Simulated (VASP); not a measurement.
# Ge3Sb2 in VASP: a series of runs

The runs below take Ge3Sb2 through single point, with PBE.

All numbers are computed with VASP 6.6.1; they aren't measurements. Logs are shortened: lines on timing, memory, paths and dates and some standing lists are left out, and cuts for length are marked.

## Step 1: The cell of the first run

The cell holds a sheet with vacuum, 5 atoms: a = 4.944 Å, b = 4.944 Å, c = 30.792 Å, α = 90.00°, β = 90.00°, γ = 120.00°.

## Step 2: Single point, PBE

Input file INCAR:

```
PREC     = Accurate       # precision mode
ENCUT    = 520            # plane-wave cutoff, eV
EDIFF    = 1E-6           # SCF threshold, eV
ISMEAR   = 0              # smearing method
SIGMA    = 0.1            # smearing width, eV
LREAL    = F              # projectors in reciprocal space
LASPH    = T              # aspherical terms in the spheres
NELM     = 100            # most SCF steps
ALGO     = Normal         # electronic algorithm
ISIF     = 2              # what is computed and relaxed
LWAVE    = F              # write WAVECAR
LCHARG   = F              # write CHGCAR
LDIPOL   = T            
IDIPOL   = 3            
DIPOL    = 0.5 0.5 0.292
GGA      = PE             # functional
NBANDS   = 34             # bands
```

Input file KPOINTS:

```
Automatic mesh
0
Gamma
  12 12 1
```

Input file POSCAR:

```
Ge3Sb2
1.0
    4.9443049903     -0.0000003366      0.0000000000
   -2.4721522037      4.2818938940      0.0000000000
    0.0000000000      0.0000000000     30.7924938400
Ge Sb
3 2
Direct
    0.0000000000      0.0000000000      0.2922790225
    0.3333333333      0.6666666667      0.3271629228
    0.6666666667      0.3333333333      0.2573951222
    0.6666666667      0.3333333333      0.3465541236
    0.3333333333      0.6666666667      0.2380039214
```

Potentials or basis: VASP PAW PBE potentials, release 64 (Ge_d, Sb).

Launch:

```bash
> cat potpaw_PBE.64/Ge_d/POTCAR potpaw_PBE.64/Sb/POTCAR > POTCAR
> mpirun -np 1 vasp_std > vasp.out
```

OUTCAR:

```text
PREC = Accurate
   ENCUT = 520
   EDIFF = 1E-6
   ISMEAR = 0
   LREAL = F
   LASPH = T
   NELM = 100
   ISIF = 2
   GGA = PE

 ion  position               nearest neighbor table
   1  0.000  0.000  0.292-   5 3.31   4 3.31   5 3.31   4 3.31   5 3.31   4 3.31
   2  0.333  0.667  0.327-   5 2.75   4 2.92   4 2.92   4 2.92
   3  0.667  0.333  0.257-   4 2.75   5 2.92   5 2.92   5 2.92
   4  0.667  0.333  0.347-   3 2.75   2 2.92   2 2.92   2 2.92   1 3.31   1 3.31   1 3.31
   5  0.333  0.667  0.238-   2 2.75   3 2.92   3 2.92   3 2.92   1 3.31   1 3.31   1 3.31

  LATTYP: Found a hexagonal cell.
 ALAT       =     4.9443049903
 C/A-ratio  =     6.2278710355

  Lattice vectors:

 A1 = (   4.9443049903,  -0.0000003366,   0.0000000000)
 A2 = (  -2.4721522037,   4.2818938940,   0.0000000000)
 A3 = (   0.0000000000,   0.0000000000,  30.7924938400)

Analysis of symmetry for initial positions (statically):
=====================================================================
 Subroutine PRICEL returns:
 Original cell was already a primitive cell.

 Routine SETGRP: Setting up the symmetry group for a
 hexagonal supercell.

 Subroutine GETGRP returns: Found 12 space group operations
 (whereof  6 operations were pure point group operations)
 out of a pool of 24 trial point group operations.

The static configuration has the point symmetry C_3v.
 The point group associated with its full space group is D_3d.

Analysis of symmetry for dynamics (positions and initial velocities):
=====================================================================
 Subroutine PRICEL returns:
 Original cell was already a primitive cell.

 Routine SETGRP: Setting up the symmetry group for a
 hexagonal supercell.

 Subroutine GETGRP returns: Found 12 space group operations
 (whereof  6 operations were pure point group operations)
 out of a pool of 24 trial point group operations.

The dynamic configuration has the point symmetry C_3v.
 The point group associated with its full space group is D_3d.

 Subroutine INISYM returns: Found 12 space group operations
 (whereof  6 operations are pure point group operations),
 and found     1 'primitive' translations

----------------------------------------------------------------------------------------

                                     Primitive cell

  volume of cell :     651.9075
[... 95 lines left out ...]
   ISIF   =      2    stress and relaxation
   ISYM   =      2    0-nonsym 1-usesym 2-fastsym
   POTIM  = 0.5000    time-step for ionic-motion
   TEBEG  =    0.0;   TEEND  =   0.0 temperature during run
   PSTRESS=    0.0 pullay stress
   NELECT =      52.0000    total number of electrons
   NUPDOWN=      -1.0000    fix difference up-down
   EMIN   =  10.00;   EMAX   =-10.00  energy-range for DOS
   EFERMI =   0.00;   METHOD = LEGACY
   ISMEAR =     0;   SIGMA  =   0.10  broadening in eV -4-tet -1-fermi 0-gaus
   EFERMI_NEDOS =   21; number of points for ismear=-14 and -15
   IALGO  =     38    algorithm
   IMIX   =      4    mixing-type and parameters
     AMIX     =   0.40;   BMIX     =  1.00
     AMIX_MAG =   1.60;   BMIX_MAG =  1.00
  volume/ion in A,a.u.               =     130.38       879.86
  Fermi-wavevector in a.u.,A,eV,Ry     =   0.704716  1.331720  6.756983  0.496624
  Thomas-Fermi vector in A             =   1.790032
   LORBIT       =      0    0 simple, 1 ext, 2 COOP (PROOUT), +10 PAW based schemes
   GGA     = PE    functional components
   LHFCALC =     F    Hartree Fock is set to
   AEXX    =    0.0000 exact exchange contribution
   IVDW    =     0    specifies the selected vdW correction
   LEPSILON=     F    determine dielectric tensor
   LRPA    =     F    only Hartree local field effects (RPA)
 non-spin polarized calculation
 Gauss-broadening in eV      SIGMA  =   0.10
  energy-cutoff  :      520.00
  volume of cell :      651.91
 maximum number of plane-waves:     17604
 NGX is ok and might be reduce to    40
   NGX = 19   NGY = 19   NGZ =115

 dipolmoment           0.000000      0.000000     -0.000006 electrons x Angstroem

 number of electron      52.0000000 magnetization

 dipolmoment           0.000000      0.000000      0.000001 electrons x Angstroem

 Free energy of the ion-electron system (eV)
  ---------------------------------------------------
  ext. energy  EPLUGINS =         0.00000000
  ---------------------------------------------------
  free energy    TOTEN  =       -20.27646187 eV

  energy without entropy =      -20.27118365  energy(sigma->0) =      -20.27382276

 E-fermi :  -2.1575     XC(G=0):  -2.3419

 val. band max:       -2.2728688853   @ k =   0.4167   0.0833   0.0000
 cond. band min:      -2.0885013245   @ k =   0.3333   0.2500   0.0000
 fundamental gap:      0.1843675608
 Fermi energy:        -2.1574620805

 k-point     1 :       0.0000    0.0000    0.0000
  band No.  band energies     occupation
      1     -26.9597      2.00000
      2     -26.9597      2.00000
      3     -26.9540      2.00000
      4     -26.9540      2.00000
      5     -26.9536      2.00000
      6     -26.7634      2.00000
[... 692 lines left out ...]
     33       2.5033      0.00000
     34       3.0451      0.00000

------------------------ aborting loop because EDIFF is reached ----------------------------------------

 vacuum level on the upper side and lower side of the slab       (xc-potential included)        -0.005        -0.005

  FORCE on cell =-STRESS in cart. coord.  units (eV):
  Direction    XX          YY          ZZ          XY          YZ          ZX
  --------------------------------------------------------------------------------------
  -------------------------------------------------------------------------------------
  Total       -0.0161905     -0.0161905      0.0595571      0.0000000      0.0000000      0.0000000
  in kB       -0.0397910     -0.0397910      0.1463721      0.0000000      0.0000000      0.0000000
  external PRESSURE =       0.0222634 kB  Pullay stress =       0.0000000 kB

 VOLUME and BASIS-vectors are now :
 -----------------------------------------------------------------------------
  energy-cutoff  :      520.00
  volume of cell :      651.91
      direct lattice vectors                 reciprocal lattice vectors
     4.944304990 -0.000000337  0.000000000     0.202252903  0.116770750  0.000000000
    -2.472152204  4.281893894  0.000000000     0.000000016  0.233541527  0.000000000
     0.000000000  0.000000000 30.792493840     0.000000000  0.000000000  0.032475447

 POSITION                                       TOTAL-FORCE (eV/Angst)
 -----------------------------------------------------------------------------------
      0.00000      0.00000      9.00000        -0.000000      0.000000      0.000000
      0.00000      2.85460     10.07416         0.000000     -0.000000      0.012209
      2.47215      1.42730      7.92584        -0.000000      0.000000     -0.012209
      2.47215      1.42730     10.67127        -0.000000     -0.000000      0.017100
      0.00000      2.85460      7.32873        -0.000000      0.000000     -0.017100
 -----------------------------------------------------------------------------------
    total drift:                               -0.000001      0.000000     -0.000127

  FREE ENERGIE OF THE ION-ELECTRON SYSTEM (eV)
  ---------------------------------------------------
  free  energy   TOTEN  =       -20.2764618678 eV

  energy  without entropy=      -20.2711836492  energy(sigma->0) =      -20.27382276

 vacuum level on the upper side and lower side of the slab         1.975         1.975
```

OSZICAR:

```text
N       E                     dE             d eps       ncg     rms          rms(c)
DAV:   1     0.345992498040E+03    0.34599E+03   -0.23554E+04  1596   0.149E+03
DAV:   2     0.229830604191E+02   -0.32301E+03   -0.31418E+03  1740   0.298E+02
DAV:   3    -0.185589601362E+02   -0.41542E+02   -0.41084E+02  1826   0.131E+02
[... 14 lines left out ...]
DAV:  18    -0.202764439517E+02   -0.28979E-04   -0.11149E-06  1078   0.416E-03    0.659E-04
DAV:  19    -0.202764502075E+02   -0.62558E-05   -0.22031E-07  1072   0.308E-03    0.259E-04
DAV:  20    -0.202764569674E+02   -0.67599E-05   -0.21296E-07  1002   0.160E-03    0.184E-04
DAV:  21    -0.202764597115E+02   -0.27441E-05   -0.37203E-08  1046   0.991E-04    0.108E-04
DAV:  22    -0.202764613532E+02   -0.16416E-05   -0.24488E-08  1014   0.864E-04    0.707E-05
DAV:  23    -0.202764618678E+02   -0.51463E-06    0.11745E-09   956   0.546E-04
   1 F= -.20276462E+02 E0= -.20273823E+02  d E =-.527822E-02
```

Wall time 13 min (1 thread of Intel Xeon Platinum 8259CL at 2.50GHz (Skylake/Cascade Lake), shared host); peak memory 0.97 GiB.

What came out:

```yaml
Free_energy: -20.2765 eV
Largest_force: 0.017 eV/Å
Band_gap_on_the_k_mesh: zero (band 26 reaches -1.21 eV, above the bottom of band 27 at -3.34 eV)
```

Forces on the atoms (eV/Å):
```
Ge   0.000  0.000  0.000
Ge   0.000  0.000  0.012
Ge   0.000  0.000 -0.012
Sb   0.000  0.000  0.017
Sb   0.000  0.000 -0.017
```

Levels at points of the mesh, in eV from the Fermi level:
```tsv
k point	band 24	band 25	band 26	band 27	band 28	band 29
(0.00, 0.00, 0.00)	-2.16	-2.16	-1.19	-1.19	-0.88	1.22
(0.50, 0.00, 0.00)	-1.85	-1.32	0.30	1.57	1.94	2.46
```

Caveat: spin-orbit coupling is left out, which moves the levels of the heavy elements.

## Step 3: Single point, PBE

This run uses another cell than the first one, of 131.02 Å³/atom, 1.005 times its volume.

Input file INCAR:

```
  ALGO = Normal
  DIPOL = 0.5 0.5 0.292
  EDIFF = 1E-6
  ENCUT = 520
  GGA = PE
  IDIPOL = 3
  ISIF = 2
  ISMEAR = 0
  LASPH = True
  LCHARG = True
  LDIPOL = True
  LELF = True
  LREAL = False
  LVACPOTAV = True
  LVHAR = True
  LWAVE = False
  NBANDS = 34
  NELM = 100
  PREC = Accurate
  SIGMA = 0.1
```

Input file KPOINTS:

```
k-points
0
Gamma
  12 12 1
```

Input file POSCAR:

```
Ge3Sb2
1.0
    4.9564442184     -0.0000003374      0.0000000000
   -2.4782218170      4.2924067743      0.0000000000
    0.0000000000      0.0000000000     30.7924938400
Ge Sb
3 2
Direct
    0.0000000000      0.0000000000      0.2922790225
    0.3333333333      0.6666666667      0.3271109735
    0.6666666667      0.3333333333      0.2574470715
    0.6666666667      0.3333333333      0.3459878869
    0.3333333333      0.6666666667      0.2385701581
```

Potentials or basis: VASP PAW PBE potentials, release 64 (Ge_d, Sb).

Launch:

```bash
> cat potpaw_PBE.64/Ge_d/POTCAR potpaw_PBE.64/Sb/POTCAR > POTCAR
> mpirun -np 1 vasp_std > vasp.out
```

It took 13 min on 1 thread of Intel Xeon Platinum 8259CL at 2.50GHz (Skylake/Cascade Lake), shared host; peak memory 0.98 GiB.

Results (log left out):

```yaml
Free_energy: -20.2733 eV
Largest_force: 0.133 eV/Å
Band_gap_on_the_k_mesh: zero (band 26 reaches -1.25 eV, above the bottom of band 27 at -3.35 eV)
```

Forces in eV/Å, atoms in the order of the input:
```
Ge   0.000  0.000  0.000
Ge   0.000  0.000  0.090
Ge   0.000  0.000 -0.090
Sb   0.000  0.000  0.133
Sb   0.000  0.000 -0.133
```

Levels at points of the mesh, in eV from the Fermi level:
```tsv
k point	band 23	band 24	band 25	band 26	band 27	band 28	band 29	band 30
(0.00, 0.00, 0.00)	-2.36	-2.15	-2.15	-1.14	-1.14	-0.80	1.23	1.87
(0.50, 0.00, 0.00)	-2.07	-1.81	-1.30	0.34	1.54	1.99	2.53	2.55
```

Caveat: spin-orbit coupling is left out, which moves the levels of the heavy elements.

## Step 4: Single point, PBE

This run uses another cell than the first one, of 48.49 Å³/atom, 0.372 times its volume.

Input file INCAR:

```
SYSTEM = Ge3Sb2
PREC = Accurate ; ENCUT = 520
EDIFF = 1E-6 ; ISMEAR = 0
SIGMA = 0.1 ; LREAL = .False.
LASPH = .True. ; NELM = 100
ALGO = Normal ; ISIF = 2
LWAVE = .False. ; LCHARG = .True.
LDIPOL = .True. ; IDIPOL = 3
DIPOL = 0.5 0.5 0.500 ; GGA = PE
LELF = .True. ; LVHAR = .True.
LVACPOTAV = .True. ; NBANDS = 34
```

Input file KPOINTS:

```
Automatic mesh
0
Gamma
  6 6 1
  0 0 0
```

Input file POSCAR:

```
Ge3Sb2
1.0
    3.9437815300      0.0000000000      0.0000000000
   -1.9718903000      3.4154147600      0.0000000000
    0.0000000000      0.0000000000     18.0000000000
Ge Sb
3 2
Direct
    0.0000000000      0.0000000000      0.5000000000
    0.3333333300      0.6666666700      0.5405788600
    0.6666666700      0.3333333300      0.4594211400
    0.6666666700      0.3333333300      0.5971179700
    0.3333333300      0.6666666700      0.4028820300
```

Potentials or basis: VASP PAW PBE potentials, release 64 (Ge_d, Sb).

Launch:

```bash
> cat potpaw_PBE.64/Ge_d/POTCAR potpaw_PBE.64/Sb/POTCAR > POTCAR
> mpirun -np 1 vasp_std > vasp.out
```

OUTCAR:

```text
SYSTEM = Ge3Sb2
   PREC = Accurate
   ENCUT = 520
   EDIFF = 1E-6
   ISMEAR = 0
   LREAL = .False.
   LASPH = .True.
   NELM = 100
   ISIF = 2
   GGA = PE

 ion  position               nearest neighbor table
   1  0.000  0.000  0.500-   2 2.39   3 2.39   2 2.39   3 2.39   3 2.39   2 2.39   4 2.87   5 2.87
                             4 2.87   5 2.87   4 2.87   5 2.87
   2  0.333  0.667  0.541-   1 2.39   1 2.39   1 2.39   5 2.48   4 2.49   4 2.49   4 2.49   3 2.71
                             3 2.71   3 2.71
   3  0.667  0.333  0.459-   1 2.39   1 2.39   1 2.39   4 2.48   5 2.49   5 2.49   5 2.49   2 2.71
                             2 2.71   2 2.71
   4  0.667  0.333  0.597-   3 2.48   2 2.49   2 2.49   2 2.49   1 2.87   1 2.87   1 2.87
   5  0.333  0.667  0.403-   2 2.48   3 2.49   3 2.49   3 2.49   1 2.87   1 2.87   1 2.87

  LATTYP: Found a hexagonal cell.
[... 449 lines left out ...]
  in kB      284.3806558    284.3806172    216.0742160      0.0000387      0.0000000      0.0000000
  external PRESSURE =     261.6118296 kB  Pullay stress =       0.0000000 kB

 VOLUME and BASIS-vectors are now :
 -----------------------------------------------------------------------------
  energy-cutoff  :      520.00
  volume of cell :      242.45
      direct lattice vectors                 reciprocal lattice vectors
     3.943781530  0.000000000  0.000000000     0.253563741  0.146395070  0.000000000
    -1.971890300  3.415414760  0.000000000     0.000000000  0.292790209  0.000000000
     0.000000000  0.000000000 18.000000000     0.000000000  0.000000000  0.055555556

 POSITION                                       TOTAL-FORCE (eV/Angst)
 -----------------------------------------------------------------------------------
      0.00000      0.00000      9.00000         0.000000      0.000000      0.000000
      0.00000      2.27694      9.73042         0.000000     -0.000000      4.391482
      1.97189      1.13847      8.26958        -0.000000      0.000000     -4.391482
      1.97189      1.13847     10.74812         0.000000      0.000000      7.523385
      0.00000      2.27694      7.25188         0.000000     -0.000000     -7.523385
 -----------------------------------------------------------------------------------
    total drift:                               -0.000000      0.000000     -0.000000

  FREE ENERGIE OF THE ION-ELECTRON SYSTEM (eV)
  ---------------------------------------------------
  free  energy   TOTEN  =       -11.0478479934 eV

  energy  without entropy=      -11.0367467009  energy(sigma->0) =      -11.04229735

 vacuum level on the upper side and lower side of the slab         5.282         5.282
```

It took 1.8 min on 1 thread of Intel Xeon Platinum 8259CL at 2.50GHz (Skylake/Cascade Lake), shared host; peak memory 0.36 GiB.

What came out:

```yaml
Free_energy: -11.0478 eV
Largest_force: 7.523 eV/Å
Band_gap_on_the_k_mesh: zero (band 26 reaches 1.84 eV, above the bottom of band 27 at 0.30 eV)
```

Forces in eV/Å, atoms in the order of the input:
```
Ge   0.000  0.000  0.000
Ge   0.000  0.000  4.391
Ge   0.000  0.000 -4.391
Sb   0.000  0.000  7.523
Sb   0.000  0.000 -7.523
```

Levels at points of the mesh, in eV from the Fermi level:
| k point | band 22 | band 23 | band 24 | band 25 | band 26 | band 27 | band 28 | band 29 | band 30 | band 31 |
| --- | --- | --- | --- | --- | --- | --- | --- | --- | --- | --- |
| (0.00, 0.00, 0.00) | -4.42 | -4.42 | -3.53 | -3.24 | -1.38 | -1.38 | -0.26 | 1.48 | 1.56 | 1.56 |
| (0.50, 0.00, 0.00) | -5.92 | -4.09 | -3.36 | -1.71 | -0.41 | 0.90 | 1.55 | 3.72 | 4.02 | 4.84 |

Caveat: spin-orbit coupling is left out, which moves the levels of the heavy elements.

## Step 5: The runs side by side

| cell | k mesh | gap on the mesh (eV) | largest force (eV/Å) |
| --- | --- | --- | --- |
| a = 4.944, b = 4.944, c = 30.792 Å, angles 90.0, 90.0, 120.0°, 5 atoms | 12 × 12 × 1 | none | 0.02 |
| a = 4.956, b = 4.956, c = 30.792 Å, angles 90.0, 90.0, 120.0°, 5 atoms | 12 × 12 × 1 | none | 0.13 |
| a = 3.944, b = 3.944, c = 18.000 Å, angles 90.0, 90.0, 120.0°, 5 atoms | 6 × 6 × 1 | none | 7.52 |

Alike in all rows: task single point; level PBE; potentials or basis VASP PAW PBE potentials, release 64 (Ge_d, Sb); no spin polarisation; cutoff (eV) 520; smearing gaussian 0.1 eV.

Caveats: spin-orbit coupling is left out, which moves the levels of the heavy elements.

Absolute energies hang on the potentials; compare differences alone.
